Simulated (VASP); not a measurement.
The system is AsSe3.

```
As Se
1.0
     4.75936    0.00000    0.00000
     0.00000    4.75936    0.00000
     0.00000    0.00000    4.75936
As Se
1 3
Cartesian
  0.0000 0.0000 0.0000
  0.0000 2.3797 2.3797
  2.3797 0.0000 2.3797
  2.3797 2.3797 0.0000
```

```yaml
Program: VASP 6.6.1
Task: relaxation of cell and atoms
Functional: PBE
Potentials_or_basis: VASP PAW PBE potentials, release 64 (As, Se)
Cutoff: 600 eV
k_mesh: 4 × 4 × 4
Occupations: gaussian, width 0.1 eV
Spin: no spin polarisation
```

At the start: pressure -10.2 GPa; volume 26.95 Å³/atom.

**Question.** Where does the relaxation end?

**Answer.** Over 3 steps the energy falls by 275.3 meV/atom and the volume is 20.33 Å³/atom (-24.6 %); space group Pm-3m (No. 221, to 0.05 Å).

The path:
```
step  energy change (eV)  largest force (eV/Å)  pressure (GPa)  volume (Å³)
   1              0.0000                0.0000          -10.22       107.81
   2             -1.0919                0.0000           -1.51        83.15
   3             -1.1012                0.0000           -0.09        81.33
```

Final structure:
```yaml
crystal:
  lattice:
    - [4.33268, 0.00000, 0.00000]
    - [0.00000, 4.33268, 0.00000]
    - [0.00000, 0.00000, 4.33268]
  atoms:
    - { symbol: As, position: [0.00000, 0.00000, 0.00000] }
    - { symbol: Se, position: [0.00000, 0.50000, 0.50000] }
    - { symbol: Se, position: [0.50000, 0.00000, 0.50000] }
    - { symbol: Se, position: [0.50000, 0.50000, 0.00000] }
```

Caveat: the volume moved by over 15 % at a fixed basis, so the end points are rough.
